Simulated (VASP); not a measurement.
Crystal: Si2Sn3.

```
Si Sn
1.0
     3.20685    0.00000    0.00000
    -1.60342    2.77721    0.00000
     0.00000    0.00000   25.73670
Si Sn
4 6
Direct
  0.33333 0.66667 0.05000
  0.33333 0.66667 0.45000
  0.66667 0.33333 0.55000
  0.66667 0.33333 0.95000
  0.33333 0.66667 0.25000
  0.33333 0.66667 0.65000
  0.33333 0.66667 0.85000
  0.66667 0.33333 0.15000
  0.66667 0.33333 0.35000
  0.66667 0.33333 0.75000
```

* Program: VASP 6.6.1
* Task: relaxation of cell and atoms
* Functional: PBE
* Potentials or basis: VASP PAW PBE potentials, release 64 (Si, Sn_d)
* Cutoff: 600 eV
* k mesh: 6 × 6 × 1
* Occupations: gaussian, width 0.1 eV
* Spin: no spin polarisation

At the start: pressure 1.9 GPa; volume 22.92 Å³/atom.

**Question.** Where does the relaxation end?

**Answer.** Over 20 steps the energy falls by 353.9 meV/atom and the volume is 24.30 Å³/atom (+6.0 %); space group P6_3/mmc (No. 194, to 0.1 Å) before and after.

Step by step:
```tsv
step	energy change (eV)	largest force (eV/Å)	pressure (GPa)	volume (Å³)
1	0.0000	1.0595	1.87	229.21
2	-0.4596	0.8543	-1.23	238.11
3	-0.7197	0.6546	-4.49	252.77
4	-1.0558	0.7229	-4.08	249.33
5	-1.9462	0.9103	-1.89	238.64
6	-2.6858	1.1767	6.61	215.58
7	-2.8354	0.6370	7.25	216.47
8	-2.8417	0.5534	7.41	216.64
9	-3.0565	0.5447	5.63	221.57
10	-3.3977	0.5456	0.84	236.81
11	-3.4222	0.5523	-0.29	241.70
12	-3.4229	0.5546	-0.54	242.84
13	-3.4420	0.5135	-0.53	242.80
14	-3.4892	0.3559	-0.34	242.66
15	-3.5234	0.0907	0.25	242.38
16	-3.5239	0.0684	0.17	242.42
17	-3.5335	0.0219	0.02	243.07
18	-3.5384	0.0457	-0.20	244.00
19	-3.5384	0.0425	-0.22	243.92
20	-3.5394	0.0223	0.01	242.99
```

Final structure:
```
Si Sn
1.0
     3.66420    0.00000    0.00000
    -1.83210    3.17329    0.00000
     0.00000    0.00000   20.89786
Si Sn
4 6
Cartesian
  0.0000 2.1155 0.5374
  0.0000 2.1155 9.9115
  1.8321 1.0578 10.9863
  1.8321 1.0578 20.3605
  0.0000 2.1155 5.2245
  0.0000 2.1155 13.1274
  0.0000 2.1155 18.2194
  1.8321 1.0578 2.6785
  1.8321 1.0578 7.7704
  1.8321 1.0578 15.6734
```

Caveat: the k points lie up to 0.33 Å⁻¹ apart in the final cell, too coarse for converged energies and pressures of a metal; a cell axis changed by over 15 % at a fixed basis, so the end point is rough.
